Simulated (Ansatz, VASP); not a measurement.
# One calculation of Zn3In4O, two programs

```
Zn In O
1.0
     3.41647   -0.00019    0.00921
    -1.70843    2.95999   -0.00749
     0.04372   -0.01558   15.89727
Zn In O
3 4 1
Direct
  0.99394 0.99342 0.49987
  0.66121 0.33351 0.22717
  0.33709 0.66366 0.77312
  0.33382 0.67420 0.36393
  0.66158 0.32950 0.63590
  0.66913 0.33730 0.90583
  0.32976 0.66855 0.09479
  0.01347 0.99986 0.99939
```

Change from the starting cell: cell x1, atoms moved at random (sigma 0.05 Å) and cell strained at random (1.5 %), then relaxed without symmetry.

Alike in both runs: functional PBE; k mesh 6 × 6 × 2; occupations gaussian, width 0.2 eV; no spin polarisation.

Ansatz relaxed the structure, and its values are those at the end. VASP's run is a single point on that final structure, the one shown.

|  | VASP | Ansatz |
| --- | --- | --- |
| version | VASP 6.6.1 | Ansatz 0.2.0 |
| potentials or method | VASP PAW PBE potentials, release 64 (Zn, In_d, O), cutoff 520 eV | scalar-relativistic, plane waves, PAW |
| valence electrons in the cell | 94 | 94 |

Ansatz gave:

* gap on the k mesh at the Fermi level (eV): none
* pressure (GPa): 0.0
* rms of the force components (eV/Å): 0.008

Question: What did VASP give for the same quantities?

Answer: gap on the k mesh at the Fermi level (eV): none; pressure (GPa): 0.0; rms of the force components (eV/Å): 0.009.

A gap of «none» marks a metal or a gap that the smearing closes. The functional is the same, so the differences come from potentials, cutoffs and numerics.
